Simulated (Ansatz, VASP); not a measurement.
# One calculation of Sb, two programs

```
Sb
1.0
     3.39131    0.00000    0.00000
    -1.69566    2.93696    0.00000
     0.00000    0.00000    5.36530
Sb
2
Direct
  0.33333 0.66667 0.25000
  0.66667 0.33333 0.75000
```

Change from the starting cell: volume scaled by 1.02.

Alike in both runs: task single point; functional PBEsol; k mesh 12 × 12 × 7; occupations fermi-dirac, width 0.05 eV; no spin polarisation.

|  | VASP | Ansatz |
| --- | --- | --- |
| version | VASP 6.6.1 | Ansatz 0.2.0 |
| potentials or method | VASP PAW PBE potentials, release 64 (Sb), cutoff 520 eV | all-electron LAPW, scalar-relativistic |

|  | VASP | Ansatz | Ansatz less VASP |
| --- | --- | --- | --- |
| pressure (GPa) | -1.5 | -1.4 | +0.03 |
| traceless stress, the component that is largest in VASP (GPa) | -0.80 | -0.80 | +0.002 |

VASP's potentials were made for PBE, not for PBEsol. Ansatz ran all-electron here, and VASP with PAW potentials.

Neither program's run includes spin-orbit coupling.
